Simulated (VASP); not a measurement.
The system is Al2O3.

```
Al O
1.0
     2.88433    0.00000    0.00000
    -1.44216    2.49790    0.00000
     0.00000    0.00000    9.33675
Al O
2 3
Direct
  0.00000 0.00000 0.14999
  0.00000 0.00000 0.85001
  0.33333 0.66667 0.22232
  0.33333 0.66667 0.77768
  0.66667 0.33333 0.00000
```

Base run:

| Property | Result |
| --- | --- |
| Program | VASP 6.6.1 |
| Functional | PBEsol |
| Potentials or basis | VASP PAW PBE potentials, release 64 (Al, O) |
| Cutoff | 600 eV |
| k mesh | 12 × 12 × 2 |
| Occupations | gaussian, width 0.01 eV |
| Spin | no spin polarisation |

Its results: band gap on the k mesh 4.74 eV (least direct gap 4.98 eV); pressure -2.9 GPa; largest force 0.146 eV/Å.

**Question.** The run is repeated on the same cell with these changes: functional from PBEsol to BLYP. What comes out?

**Answer.** Band gap on the k mesh 4.97 eV (least direct gap 5.20 eV); pressure 2.4 GPa; largest force 0.238 eV/Å.

BLYP binds less tightly than PBEsol, so the same cell stands under more pressure.

Caveats: the PAW data sets were made with another functional, which shifts forces and pressure a little.

A k mesh can miss the band edges.
